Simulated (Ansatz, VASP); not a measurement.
Cu in VASP and in Ansatz

The input POSCAR:

```
Cu
1.0
    0.0000000000      2.6263680680      2.6263680680
    2.6263680680      0.0000000000      2.6263680680
    2.6263680680      2.6263680680      0.0000000000
Cu
2
Direct
    0.0000000000      0.0000000000      0.0000000000
    0.2500000000      0.2500000000      0.2500000000
```

Contents of INCAR.step1:

```
SYSTEM = Cu
ALGO     = Normal         ! electronic algorithm
EDIFF    = 1E-4           ! SCF threshold, eV
ENCUT    = 600            ! plane-wave cutoff, eV
GGA      = PE             ! functional
ISMEAR   = 0              ! smearing method
LASPH    = .True.         ! aspherical terms in the spheres
LCHARG   = .False.        ! write CHGCAR
LREAL    = .False.        ! projectors in reciprocal space
LWAVE    = .True.         ! write WAVECAR
NELM     = 100            ! most SCF steps
PREC     = Accurate       ! precision mode
SIGMA    = 0.1            ! smearing width, eV
```

INCAR.step2

```
SYSTEM = Cu
ALGO     = Normal         ! electronic algorithm
EDIFF    = 1E-7           ! SCF threshold, eV
EDIFFG   = -0.01          ! ionic threshold
ENCUT    = 600            ! plane-wave cutoff, eV
IBRION   = 2              ! ionic algorithm
ISIF     = 3              ! what is computed and relaxed
ISMEAR   = 0              ! smearing method
ISTART   = 1            
LASPH    = .True.         ! aspherical terms in the spheres
LCHARG   = .False.        ! write CHGCAR
LMIXTAU  = .True.       
LREAL    = .False.        ! projectors in reciprocal space
LWAVE    = .False.        ! write WAVECAR
METAGGA  = R2SCAN         ! meta-GGA
NELM     = 100            ! most SCF steps
NSW      = 100            ! ionic steps
PREC     = Accurate       ! precision mode
SIGMA    = 0.1            ! smearing width, eV
```

Contents of KPOINTS:

```
k-points
0
Gamma
  18 18 18
  0 0 0
```

Input for Ansatz:

```yaml
crystal:
  lattice:
    - [0.0, 2.626368068, 2.626368068]
    - [2.626368068, 0.0, 2.626368068]
    - [2.626368068, 2.626368068, 0.0]
  atoms:
    - { symbol: Cu, position: [0.0, 0.0, 0.0] }
    - { symbol: Cu, position: [0.25, 0.25, 0.25] }
basis:
  ecutwfc: 500
kpoints:
  mp_grid: { grid: [18, 18, 18] }
hamiltonian:
  xc: r2scan
scf:
  occupations: { method: gaussian, width: 0.1 }
output:
  forces: true
  stress: true
  eigenvalues: true
relax:
  adjacent_minimum: "off"
  f_tol: 0.01
  max_steps: 80
  cell: { stress_tol: 0.05 }
```

Alike in both runs: task relaxation of cell and atoms; functional r2SCAN; k mesh 18 × 18 × 18; occupations gaussian, width 0.1 eV; no spin polarisation.

|  | VASP | Ansatz |
| --- | --- | --- |
| version | VASP 6.6.1 | Ansatz 0.2.0 |
| potentials or method | VASP PAW PBE potentials, release 64 (Cu), cutoff 600 eV | scalar-relativistic, plane waves, PAW |
| valence electrons in the cell | 22 | 38 |

Ansatz gave:

* gap on the k mesh at the Fermi level, each at its own relaxed structure (eV): none
* relaxed volume (Å³/atom): 18.08
* relaxed length of the cell vector where the two differ most in proportion (Å): 3.712

Task: Which values does VASP return?

Result: gap on the k mesh at the Fermi level, each at its own relaxed structure (eV): none; relaxed volume (Å³/atom): 18.18; relaxed length of the cell vector where the two differ most in proportion (Å): 3.719.

VASP's potentials were made for PBE, not for r2SCAN. A gap of «none» marks a metal or a gap that the smearing closes. VASP's potentials hold 22 valence electrons a cell and Ansatz's 38, so a difference there can come from the potentials and not from the codes.
